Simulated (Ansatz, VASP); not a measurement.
**MgO in VASP and in Ansatz**

INCAR

```
SYSTEM = MgO
  ALGO = Normal
  EDIFF = 1E-7
  EDIFFG = -0.003
  ENCUT = 840
  GGA = CA
  GGA_COMPAT = .FALSE.
  IBRION = 2
  ISIF = 3
  ISMEAR = 0
  LASPH = .TRUE.
  LCHARG = .FALSE.
  LREAL = .FALSE.
  LWAVE = .FALSE.
  NELM = 120
  NELMIN = 4
  NSW = 100
  PREC = Accurate
  SIGMA = 0.01
```

File KPOINTS:

```
k-points
0
G
  10 10 10
  0 0 0
```

Contents of POSCAR:

```
MgO
1.0
    0.0000000000      2.1085000000      2.1085000000
    2.1085000000      0.0000000000      2.1085000000
    2.1085000000      2.1085000000      0.0000000000
Mg O
1 1
Direct
    0.0000000000      0.0000000000      0.0000000000
    0.5000000000      0.5000000000      0.5000000000
```

Input for Ansatz:

```yaml
crystal:
  lattice:
    - [0.0, 2.1085, 2.1085]
    - [2.1085, 0.0, 2.1085]
    - [2.1085, 2.1085, 0.0]
  atoms:
    - { symbol: Mg, position: [0.0, 0.0, 0.0] }
    - { symbol: O, position: [0.5, 0.5, 0.5] }
scf:
  occupations: { method: fixed }
output:
  forces: true
  stress: true
  eigenvalues: true
  write_density: true
  write_potential: true
  elf: true
  volumetric_format: npy
hamiltonian:
  xc: lda
basis:
  ecutwfc: 700
kpoints:
  mp_grid: { grid: [10, 10, 10] }
relax:
  f_tol: 0.003
  max_steps: 80
  cell: { stress_tol: 0.05 }
```

Alike in both runs: task relaxation of cell and atoms; functional LDA; k mesh 10 × 10 × 10; no spin polarisation.

|  | VASP | Ansatz |
| --- | --- | --- |
| version | VASP 6.6.1 | Ansatz 0.2.0 |
| potentials or method | VASP PAW LDA potentials, release 64 (Mg_sv, O), cutoff 840 eV | scalar-relativistic, plane waves, PAW |
| occupations | gaussian, width 0.01 eV | fixed |
| valence electrons in the cell | 16 | 16 |

Ansatz gave:

| Quantity | Value |
| --- | --- |
| gap on the k mesh at the Fermi level, each at its own relaxed structure (eV) | 5.03 |
| relaxed volume (Å³/atom) | 9.00 |
| relaxed length of the cell vector where the two differ most in proportion (Å) | 2.941 |

Question: What did VASP give for the same quantities?

Answer: gap on the k mesh at the Fermi level, each at its own relaxed structure (eV): 5.00; relaxed volume (Å³/atom): 9.03; relaxed length of the cell vector where the two differ most in proportion (Å): 2.945.

LDA's correlation is that of Perdew and Zunger in VASP and of Perdew and Wang (1992) in Ansatz.
